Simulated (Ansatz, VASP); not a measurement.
Two plane-wave programs on Sc

```
Sc
1.0
     3.31201    0.00000    0.00000
    -1.65600    2.86828    0.00000
     0.00000    0.00000    5.16051
Sc
2
Cartesian
  0.0000 1.9122 3.8704
  1.6560 0.9561 1.2901
```

Alike in both runs: functional PBE; k mesh 8 × 8 × 4; occupations gaussian, width 0.05 eV; no spin polarisation.

Ansatz relaxed the structure, and its values are those at the end. VASP's run is a single point on that final structure, the one shown.

|  | VASP | Ansatz |
| --- | --- | --- |
| version | VASP 6.6.1 | Ansatz 0.2.0 |
| potentials or method | VASP PAW PBE potentials, release 64 (Sc_sv), cutoff 500 eV | scalar-relativistic, plane waves, PAW |
| valence electrons in the cell | 22 | 22 |

|  | VASP | Ansatz | Ansatz less VASP |
| --- | --- | --- | --- |
| gap on the k mesh at the Fermi level (eV) | none | none | - |
| pressure (GPa) | 0.2 | 0.2 | -0.02 |

A gap of «none» marks a metal or a gap that the smearing closes. With one functional, cell and mesh, what is left measures potentials, basis and numerics.
